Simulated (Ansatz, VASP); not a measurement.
**One calculation of CdF2, two programs**

```
Cd F
1.0
     0.00000    2.69418    2.69418
     2.69418    0.00000    2.69418
     2.69418    2.69418    0.00000
Cd F
1 2
Direct
  0.00000 0.00000 0.00000
  0.25000 0.25000 0.25000
  0.75000 0.75000 0.75000
```

Alike in both runs: task single point; functional HSE06; k mesh 4 × 4 × 4; no spin polarisation.

```csv
,VASP,Ansatz
version,VASP 6.6.1,Ansatz 0.2.0
potentials or method,"VASP PAW PBE potentials, release 64 (Cd, F)","plane waves, PAW"
plane-wave cutoff (eV),520,420
occupations,"gaussian, width 0.01 eV",fixed
valence electrons in the cell,26,34
```

VASP gave:

| Quantity | Value |
| --- | --- |
| gap on the k mesh at the Fermi level (eV) | 5.16 |
| pressure (GPa) | 2.7 |

Problem. Estimate Ansatz's values.

Solution. gap on the k mesh at the Fermi level (eV): 5.21; pressure (GPa): 1.7.

VASP's potentials hold 26 valence electrons a cell and Ansatz's 34, so a difference there can come from the potentials and not from the codes. Ansatz's warnings: stress exchange threshold loose, stress scf threshold loose.

The k mesh is coarse, so the values compare programs but aren't converged.
